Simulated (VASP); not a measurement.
A run of VASP 6.6.1:

INCAR

```
SYSTEM = Zn
PREC = Accurate
ENCUT = 600
EDIFF = 1E-6
ISMEAR = 1
SIGMA = 0.1
LREAL = .False.
LASPH = .True.
NELM = 60
ALGO = Normal
ISIF = 3
LWAVE = .False.
LCHARG = .False.
IBRION = 2
NSW = 80
EDIFFG = -0.02
```

The input KPOINTS:

```
Automatic mesh
0
Gamma
  18 18 18
  0 0 0
```

File POSCAR:

```
Zn
1.0
    0.0000000000      1.8901067719      1.8901067719
    1.8901067719      0.0000000000      1.8901067719
    1.8901067719      1.8901067719      0.0000000000
Zn
1
Direct
    0.0000000000      0.0000000000      0.0000000000
```

Potentials or basis: VASP PAW LDA potentials, release 64 (Zn).

The run is started by

```bash
$ cat potpaw_LDA.64/Zn/POTCAR > POTCAR
$ mpirun -np 1 vasp_std > vasp.out
```

Hardware: 1 thread of Intel(R) Xeon(R) Platinum 8488C (Sapphire Rapids) (shared host).

**Question.** How long does it take, and how much memory?

**Answer.** Wall time 27 s on 1 thread of Intel(R) Xeon(R) Platinum 8488C (Sapphire Rapids) (shared host), peak memory 0.15 GiB. Counts: scf iterations 16, k points 195, ion steps 2.
